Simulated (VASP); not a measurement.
# BAs (F-43m) in VASP: notebook

The runs below take BAs through single point, with PBE exchange alone, LDA, RPBE+D4.

Program: VASP 6.6.1. These are calculated values, not measurements. Logs are shortened: lines on timing, memory, paths and dates and some standing lists are left out, and cuts for length are marked.

### Step 1. The cell of the first run

Symmetry: F-43m, No. 216, cubic system. Conventional cell: a = 4.679 Å, b = 4.679 Å, c = 4.679 Å, α = 90.00°, β = 90.00°, γ = 90.00°. Within 2.7 Å of As (site symmetry -43m) lie 4 B at 2.03 Å. Within 2.7 Å of B (site symmetry -43m) lie 4 As at 2.03 Å.

### Step 2. Single point, PBE exchange alone

INCAR

```
AGGAC = 0.0 ; ALDAC = 0.0
ALGO = Normal ; EDIFF = 1E-7
ENCUT = 520 ; GGA = PE
ISIF = 2 ; ISMEAR = -1
LASPH = True ; LCHARG = False
LREAL = False ; LWAVE = False
NBANDS = 11 ; NELM = 80
PREC = Accurate ; SIGMA = 0.05
```

KPOINTS

```
k-points
0
Gamma
  10 10 10
```

POSCAR

```
BAs
1.0
    0.0000000000      2.3397414207      2.3397414207
    2.3397414207      0.0000000000      2.3397414207
    2.3397414207      2.3397414207      0.0000000000
As B
1 1
Direct
    0.7500000000      0.7500000000      0.7500000000
    0.0000000000      0.0000000000      0.0000000000
```

Potentials or basis: VASP PAW PBE potentials, release 64 (As, B).

Command:

```
> cat potpaw_PBE.64/As/POTCAR potpaw_PBE.64/B/POTCAR > POTCAR
> mpirun -np 1 vasp_std > vasp.out
```

OUTCAR:

```text
EDIFF = 1E-7
   ENCUT = 520
   GGA = PE
   ISIF = 2
   ISMEAR = -1
   LASPH = True
   LREAL = False
   NELM = 80
   PREC = Accurate

 ion  position               nearest neighbor table
   1  0.750  0.750  0.750-   2 2.03   2 2.03   2 2.03   2 2.03
   2  0.000  0.000  0.000-   1 2.03   1 2.03   1 2.03   1 2.03

  LATTYP: Found a face centered cubic cell.
 ALAT       =     4.6794828414

  Lattice vectors:

 A1 = (   0.0000000000,   2.3397414207,   2.3397414207)
 A2 = (   2.3397414207,   0.0000000000,   2.3397414207)
 A3 = (   2.3397414207,   2.3397414207,   0.0000000000)

Analysis of symmetry for initial positions (statically):
=====================================================================
 Subroutine PRICEL returns:
 Original cell was already a primitive cell.

 Routine SETGRP: Setting up the symmetry group for a
 face centered cubic supercell.

 Subroutine GETGRP returns: Found 24 space group operations
 (whereof 24 operations were pure point group operations)
 out of a pool of 48 trial point group operations.

The static configuration has the point symmetry T_d .

Analysis of symmetry for dynamics (positions and initial velocities):
=====================================================================
 Subroutine PRICEL returns:
 Original cell was already a primitive cell.

 Routine SETGRP: Setting up the symmetry group for a
 face centered cubic supercell.

 Subroutine GETGRP returns: Found 24 space group operations
 (whereof 24 operations were pure point group operations)
 out of a pool of 48 trial point group operations.

The dynamic configuration has the point symmetry T_d .

 Subroutine INISYM returns: Found 24 space group operations
 (whereof 24 operations are pure point group operations),
 and found     1 'primitive' translations

----------------------------------------------------------------------------------------

                                     Primitive cell

  volume of cell :      25.6173

  direct lattice vectors                    reciprocal lattice vectors
     0.000000000  2.339741421  2.339741421    -0.213698828  0.213698828  0.213698828
     2.339741421  0.000000000  2.339741421     0.213698828 -0.213698828  0.213698828
     2.339741421  2.339741421  0.000000000     0.213698828  0.213698828 -0.213698828

  length of vectors
     3.308894050  3.308894050  3.308894050     0.370137228  0.370137228  0.370137228

  position of ions in fractional coordinates (direct lattice)
     0.750000000  0.750000000  0.750000000
     0.000000000  0.000000000  0.000000000

  ion indices of the primitive-cell ions
   primitive index   ion index
                 1           1
                 2           2

----------------------------------------------------------------------------------------

 KPOINTS: k-points

Automatic generation of k-mesh.
 Grid dimensions read from file:
 generate k-points for:   10   10   10

 Generating k-lattice:

  Cartesian coordinates                     Fractional coordinates (reciprocal lattice)
    -0.021369883  0.021369883  0.021369883     0.100000000  0.000000000  0.000000000
     0.021369883 -0.021369883  0.021369883     0.000000000  0.100000000  0.000000000
     0.021369883  0.021369883 -0.021369883     0.000000000  0.000000000  0.100000000

  Length of vectors
     0.037013723  0.037013723  0.037013723

  Shift w.r.t. Gamma in fractional coordinates (k-lattice)
     0.000000000  0.000000000  0.000000000

 Subroutine IBZKPT returns following result:
 ===========================================

 Found     47 irreducible k-points:

 Following reciprocal coordinates:
            Coordinates               Weight
  0.000000  0.000000  0.000000      1.000000
  0.100000  0.000000  0.000000      8.000000
  0.200000  0.000000  0.000000      8.000000
  0.300000  0.000000  0.000000      8.000000
  0.400000  0.000000  0.000000      8.000000
  0.500000  0.000000  0.000000      4.000000
[... 16 lines left out ...]
  0.300000  0.300000  0.000000      6.000000
  0.400000  0.300000  0.000000     24.000000
 [... further k-points ...]
   k-points           NKPTS =     47   k-points in BZ     NKDIM =     47   number of bands    NBANDS=     11
   number of dos      NEDOS =    301   number of ions     NIONS =      2
   total plane-waves  NPLWV =  21952
   dimension x,y,z NGX =    28 NGY =   28 NGZ =   28
   dimension x,y,z NGXF=    56 NGYF=   56 NGZF=   56
   ions per type =               1   1
   NGX,Y,Z   is equivalent  to a cutoff of  14.07, 14.07, 14.07 a.u.
   NGXF,Y,Z  is equivalent  to a cutoff of  28.14, 28.14, 28.14 a.u.
 SYSTEM =  unknown system
   PREC   = accura    normal or accurate (medium, high low for compatibility)
   ISTART =      0    job   : 0-new  1-cont  2-samecut
   ICHARG =      2    charge: 1-file 2-atom 10-const
   ISPIN  =      1    spin polarized calculation?
   LNONCOLLINEAR =      F non collinear calculations
   LSORBIT =      F    spin-orbit coupling
   LASPH  =      T    aspherical Exc in radial PAW
   ENCUT  =  520.0 eV  38.22 Ry    6.18 a.u.   6.15  6.15  6.15*2*pi/ulx,y,z
   NELM   =     80;   NELMIN=  2; NELMDL= -5     # of ELM steps
   EDIFF  = 0.1E-06   stopping-criterion for ELM
   LREAL  =      F    real-space projection
   EDIFFG = 0.1E-05   stopping-criterion for IOM
   NSW    =      0    number of steps for IOM
   IBRION =     -1    ionic relax: 0-MD 1-quasi-New 2-CG
   NFREE  =      0    steps in history (QN), initial steepest desc. (CG)
   ISIF   =      2    stress and relaxation
   ISYM   =      2    0-nonsym 1-usesym 2-fastsym
   POTIM  = 0.5000    time-step for ionic-motion
   TEBEG  =    0.0;   TEEND  =   0.0 temperature during run
   PSTRESS=    0.0 pullay stress
   NELECT =       8.0000    total number of electrons
   NUPDOWN=      -1.0000    fix difference up-down
   EMIN   =  10.00;   EMAX   =-10.00  energy-range for DOS
   EFERMI =   0.00;   METHOD = LEGACY
   ISMEAR =    -1;   SIGMA  =   0.05  broadening in eV -4-tet -1-fermi 0-gaus
   EFERMI_NEDOS =   21; number of points for ismear=-14 and -15
   IALGO  =     38    algorithm
   IMIX   =      4    mixing-type and parameters
     AMIX     =   0.40;   BMIX     =  1.00
     AMIX_MAG =   1.60;   BMIX_MAG =  1.00
  volume/ion in A,a.u.               =      12.81        86.44
  Fermi-wavevector in a.u.,A,eV,Ry     =   1.110692  2.098903 16.784646  1.233637
  Thomas-Fermi vector in A             =   2.247246
   LORBIT       =      0    0 simple, 1 ext, 2 COOP (PROOUT), +10 PAW based schemes
   GGA     = PE    functional components
   LHFCALC =     F    Hartree Fock is set to
   AEXX    =    0.0000 exact exchange contribution
   IVDW    =     0    specifies the selected vdW correction
   LEPSILON=     F    determine dielectric tensor
   LRPA    =     F    only Hartree local field effects (RPA)
 non-spin polarized calculation
  energy-cutoff  :      520.00
  volume of cell :       25.62
 maximum number of plane-waves:       701
 NGX is ok and might be reduce to    28
   NGX = 13   NGY = 13   NGZ = 13

 number of electron       8.0000000 magnetization

 Free energy of the ion-electron system (eV)
  ---------------------------------------------------
  ext. energy  EPLUGINS =         0.00000000
  ---------------------------------------------------
  free energy    TOTEN  =        -7.95436769 eV

  energy without entropy =       -7.95436768  energy(sigma->0) =       -7.95436768

 E-fermi :   9.0007     XC(G=0):  -9.1013

 val. band max:        8.3417104483   @ k =   0.0000   0.0000   0.0000
 cond. band min:       9.6946007089   @ k =   0.4000   0.4000   0.0000
 fundamental gap:      1.3528902606
 Fermi energy:         9.0007338727

 k-point     1 :       0.0000    0.0000    0.0000
  band No.  band energies     occupation
      1      -7.5449      2.00000
      2       8.3417      2.00000
      3       8.3417      2.00000
      4       8.3417      2.00000
      5      11.7800      0.00000
      6      11.7800      0.00000
      7      11.7800      0.00000
      8      13.8673      0.00000
      9      18.7305      0.00000
     10      21.7253      0.00000
     11      21.7253      0.00000

 k-point     2 :       0.1000    0.0000    0.0000
  band No.  band energies     occupation
      1      -7.3727      2.00000
      2       6.9351      2.00000
      3       8.0252      2.00000
      4       8.0252      2.00000
      5      12.0515      0.00000
      6      12.1961      0.00000
      7      12.1961      0.00000
      8      14.6108      0.00000
      9      19.3900      0.00000
     10      20.6408      0.00000
     11      20.6408      0.00000

 k-point     3 :       0.2000    0.0000    0.0000
  band No.  band energies     occupation
      1      -6.8641      2.00000
      2       4.4992      2.00000
      3       7.4219      2.00000
      4       7.4219      2.00000
      5      11.9626      0.00000
      6      12.9443      0.00000
      7      12.9443      0.00000
      8      16.1085      0.00000
      9      19.9046      0.00000
     10      19.9046      0.00000
     11      20.3583      0.00000

 k-point     4 :       0.3000    0.0000    0.0000
  band No.  band energies     occupation
      1      -6.0545      2.00000
      2       2.1141      2.00000
      3       6.8882      2.00000
      4       6.8882      2.00000
      5      11.7424      0.00000
      6      13.3552      0.00000
      7      13.3552      0.00000
      8      17.2746      0.00000
      9      20.3912      0.00000
     10      20.3912      0.00000
     11      20.4731      0.00000
[... 239 lines left out ...]
 k-point    22 :      -0.2000    0.2000    0.0000
  band No.  band energies     occupation
      1      -5.7775      2.00000
      2       2.7585      2.00000
      3       4.0985      2.00000
      4       6.9846      2.00000
      5      12.6102      0.00000
      6      13.6982      0.00000
      7      14.7404      0.00000
      8      15.8218      0.00000
      9      18.5880      0.00000
     10      21.6409      0.00000
     11      23.4098      0.00000

 k-point    23 :       0.3000    0.3000    0.0000
  band No.  band energies     occupation
      1      -5.5308      2.00000
      2       3.0749      2.00000
      3       4.9918      2.00000
      4       4.9918      2.00000
      5       9.9065      0.00000
      6      12.2881      0.00000
      7      17.2188      0.00000
      8      17.2188      0.00000
      9      20.0138      0.00000
     10      23.9472      0.00000
     11      24.4779      0.00000

 k-point    24 :       0.4000    0.3000    0.0000
  band No.  band energies     occupation
      1      -4.7601      2.00000
      2       1.7611      2.00000
      3       4.1825      2.00000
      4       4.6800      2.00000
      5      10.2221      0.00000
      6      12.0060      0.00000
      7      17.6767      0.00000
      8      17.8560      0.00000
      9      21.0244      0.00000
     10      24.7922      0.00000
     11      25.2388      0.00000

 [... further k-points ...]
[... 5 lines left out ...]
  --------------------------------------------------------------------------------------
  -------------------------------------------------------------------------------------
  Total        4.7186706      4.7186706      4.7186706     -0.0000000     -0.0000000     -0.0000000
  in kB      295.1186536    295.1186536    295.1186536     -0.0000000     -0.0000000     -0.0000000
  external PRESSURE =     295.1186536 kB  Pullay stress =       0.0000000 kB

 VOLUME and BASIS-vectors are now :
 -----------------------------------------------------------------------------
  energy-cutoff  :      520.00
  volume of cell :       25.62
      direct lattice vectors                 reciprocal lattice vectors
     0.000000000  2.339741421  2.339741421    -0.213698828  0.213698828  0.213698828
     2.339741421  0.000000000  2.339741421     0.213698828 -0.213698828  0.213698828
     2.339741421  2.339741421  0.000000000     0.213698828  0.213698828 -0.213698828

 POSITION                                       TOTAL-FORCE (eV/Angst)
 -----------------------------------------------------------------------------------
      3.50961      3.50961      3.50961        -0.000000     -0.000000     -0.000000
      0.00000      0.00000      0.00000         0.000000      0.000000      0.000000
 -----------------------------------------------------------------------------------
    total drift:                                0.000000      0.000000      0.000000

  FREE ENERGIE OF THE ION-ELECTRON SYSTEM (eV)
  ---------------------------------------------------
  free  energy   TOTEN  =        -7.9543676929 eV

  energy  without entropy=       -7.9543676761  energy(sigma->0) =       -7.95436768
```

Wall time 32 s (1 thread of Intel Xeon 8259CL, shared host); peak memory 0.16 GiB.

Results:

- Free energy: -7.9544 eV
- Pressure: 29.5 GPa
- Band gap on the k mesh: 1.35 eV, indirect (least direct gap 3.44 eV)

Levels at points of the mesh, in eV from the valence-band top:
| k point | band 1 | band 2 | band 3 | band 4 | band 5 | band 6 | band 7 | band 8 | band 9 |
| --- | --- | --- | --- | --- | --- | --- | --- | --- | --- |
| (0.00, 0.00, 0.00) | -15.89 | 0.00 | 0.00 | 0.00 | 3.44 | 3.44 | 3.44 | 5.53 | 10.39 |
| (0.50, 0.00, 0.00) | -12.84 | -9.12 | -1.91 | -1.91 | 3.19 | 4.99 | 4.99 | 9.30 | 13.45 |
| (0.50, 0.50, 0.00) | -11.44 | -8.80 | -4.29 | -4.29 | 1.60 | 1.66 | 11.95 | 11.95 | 13.52 |

A k mesh can miss the band edges.

### Step 3. Single point, LDA

This run uses another cell than the first one, of 13.08 Å³/atom, 1.021 times its volume.

INCAR

```
SYSTEM = BAs
ALGO     = Normal         ! electronic algorithm
EDIFF    = 1E-7           ! SCF threshold, eV
ENCUT    = 520            ! plane-wave cutoff, eV
GGA      = CA             ! functional
ISIF     = 2              ! what is computed and relaxed
ISMEAR   = -1             ! smearing method
LASPH    = .True.         ! aspherical terms in the spheres
LCHARG   = .True.         ! write CHGCAR
LELF     = .True.         ! ELF
LREAL    = .False.        ! projectors in reciprocal space
LVHAR    = .True.       
LWAVE    = .False.        ! write WAVECAR
NBANDS   = 11             ! bands
NELM     = 80             ! most SCF steps
PREC     = Accurate       ! precision mode
SIGMA    = 0.05           ! smearing width, eV
```

KPOINTS

```
k-points
0
Gamma
  10 10 10
  0 0 0
```

POSCAR

```
BAs
1.0
    0.0000000000      2.3562190158      2.3562190158
    2.3562190158      0.0000000000      2.3562190158
    2.3562190158      2.3562190158      0.0000000000
As B
1 1
Direct
    0.7500000000      0.7500000000      0.7500000000
    0.0000000000      0.0000000000      0.0000000000
```

Potentials or basis: VASP PAW LDA potentials, release 64 (As, B).

Command:

```
> cat potpaw_LDA.64/As/POTCAR potpaw_LDA.64/B/POTCAR > POTCAR
> mpirun -np 1 vasp_std > vasp.out
```

It took 32 s on 1 thread of Intel Xeon 8259CL, shared host; peak memory 0.15 GiB.

Results (log left out):

```
Free energy            : -12.9219 eV
Pressure               : 2.9 GPa
Band gap on the k mesh : 1.09 eV, indirect (least direct gap 3.30 eV)
```

Levels at points of the mesh, in eV from the valence-band top:
| k point | band 2 | band 3 | band 4 | band 5 | band 6 | band 7 |
| --- | --- | --- | --- | --- | --- | --- |
| (0.00, 0.00, 0.00) | 0.00 | 0.00 | 0.00 | 3.30 | 3.30 | 3.30 |
| (0.50, 0.00, 0.00) | -9.06 | -1.89 | -1.89 | 2.94 | 4.80 | 4.80 |
| (0.50, 0.50, 0.00) | -8.66 | -4.25 | -4.25 | 1.30 | 1.37 | 11.63 |

A k mesh can miss the band edges. Expect the measured gap to be larger: semilocal functionals such as LDA lack the derivative discontinuity.

### Step 4. Single point, LDA

This run uses another cell than the first one, of 13.35 Å³/atom, 1.043 times its volume.

INCAR

```
PREC = Accurate
ENCUT = 520
EDIFF = 1E-7
ISMEAR = -1
SIGMA = 0.05
LREAL = F
LASPH = T
NELM = 60
ALGO = Normal
ISIF = 2
LWAVE = F
LCHARG = T
LELF = T
LVHAR = T
NBANDS = 11
```

KPOINTS

```
regular mesh
0
Gamma
  10 10 10
```

POSCAR

```
BAs
1.0
    0.0000000000      2.3724693156      2.3724693156
    2.3724693156      0.0000000000      2.3724693156
    2.3724693156      2.3724693156      0.0000000000
As B
1 1
Direct
    0.7500000000      0.7500000000      0.7500000000
    0.0000000000      0.0000000000      0.0000000000
```

Command:

```
> cat potpaw_LDA.64/As/POTCAR potpaw_LDA.64/B/POTCAR > POTCAR
> mpirun -np 1 vasp_std > vasp.out
```

Wall time 31 s (1 thread of Intel Xeon 8259CL, shared host); peak memory 0.15 GiB.

Results (log left out):

```yaml
Free_energy: -12.9265 eV
Pressure: -0.2 GPa
Band_gap_on_the_k_mesh: 1.10 eV, indirect (least direct gap 3.28 eV)
```

Levels at points of the mesh, in eV from the valence-band top:
| k point | band 2 | band 3 | band 4 | band 5 | band 6 | band 7 |
| --- | --- | --- | --- | --- | --- | --- |
| (0.00, 0.00, 0.00) | 0.00 | 0.00 | 0.00 | 3.28 | 3.28 | 3.28 |
| (0.50, 0.00, 0.00) | -8.90 | -1.85 | -1.85 | 2.81 | 4.77 | 4.77 |
| (0.50, 0.50, 0.00) | -8.54 | -4.16 | -4.16 | 1.32 | 1.39 | 11.43 |

(Continued in part 2 of 2.)
